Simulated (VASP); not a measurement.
## B8N7 (a cell with a defect): single point with PBE

The system is B8N7 (a cell with a defect).

```
B N
1.0
    -1.27705   -2.21191   -4.22404
    -1.27705   -2.21191    4.22404
    -2.55409    4.42382    0.00000
B N
8 7
Direct
  0.66675 0.66658 0.83333
  0.66675 0.66658 0.33333
  0.16675 0.16658 0.83333
  0.16675 0.16658 0.33333
  0.08342 0.58325 0.16667
  0.08342 0.58325 0.66667
  0.58342 0.08325 0.16667
  0.58342 0.08325 0.66667
  0.69585 0.32102 0.44172
  0.35408 0.97925 0.83333
  0.35408 0.97925 0.33333
  0.27075 0.39592 0.16667
  0.27075 0.39592 0.66667
  0.77075 0.89592 0.16667
  0.77075 0.89592 0.66667
```

This cell differs from its parent crystal: atoms taken out, atom 9 moved 0.375 of the way to it and +0.700 Å across, host rigid.

```json
{"Program": "VASP 6.6.1", "Task": "single point", "Functional": "PBE", "Potentials or basis": "VASP PAW PBE potentials, release 64 (B, N)", "Cutoff": "520 eV", "k mesh": "6 × 6 × 6", "Occupations": "gaussian, width 0.05 eV", "Spin": "no spin polarisation", "Dipole correction": "no", "Charge": "3", "Further INCAR settings": "LREAL = Auto; ALGO = Normal; EDIFF = 1e-06; NBANDS = 42; NELECT = 56.0"}
```

```
Largest force : 9.495 eV/Å
```

Forces in eV/Å, atoms in the order of the input:
```
B   -0.465  0.471  4.108
B   -0.074  1.459  3.307
B    0.258 -0.066  0.788
B    0.743  0.663  2.034
B   -0.040 -1.849 -4.014
B   -0.776  0.064 -3.525
B    6.326 -1.907 -5.340
B    0.745  2.866 -2.839
N   -8.016 -4.706  1.935
N   -0.132 -0.211  1.482
N    1.435  3.563  3.249
N    0.275  0.261  1.935
N   -0.424 -0.175 -0.277
N    0.478 -0.156 -2.388
N   -0.332 -0.278 -0.455
```

Levels at points of the mesh, in eV from the Fermi level:
| k point | band 26 | band 27 | band 28 | band 29 | band 30 | band 31 |
| --- | --- | --- | --- | --- | --- | --- |
| (0.00, 0.00, 0.00) | -0.73 | -0.17 | -0.01 | 1.51 | 2.19 | 4.16 |
| (0.50, 0.00, 0.00) | -1.09 | -0.80 | -0.25 | -0.07 | 1.53 | 4.11 |
| (0.00, 0.50, 0.50) | -1.51 | -1.34 | -0.25 | 1.22 | 3.03 | 3.36 |
| (0.00, 0.50, 0.00) | -1.49 | -0.97 | -0.26 | 0.06 | 1.52 | 4.12 |
| (0.50, 0.00, 0.50) | -1.46 | -1.01 | -0.67 | 1.45 | 2.89 | 3.56 |
| (0.50, 0.50, 0.00) | -0.71 | -0.10 | -0.06 | 1.54 | 2.27 | 3.69 |
| (0.00, 0.00, 0.50) | -1.37 | -0.67 | -0.18 | 1.28 | 2.25 | 4.07 |
| (0.50, 0.50, 0.50) | -1.51 | -1.31 | -0.27 | 1.05 | 2.59 | 3.26 |

Run time: 8.1 min on 1 thread of Intel(R) Xeon(R) 6975P-C (Granite Rapids), with other jobs on the host, peak memory 0.42 GiB.

Caveat: the cell carries a net charge on a neutralising background, which shifts energy and pressure; the cell differs from its parent crystal (atoms taken out, atom 9 moved 0.375 of the way to it and +0.700 Å across, host rigid); the cell is charged against a uniform background, so pressure and absolute levels hang on convention.
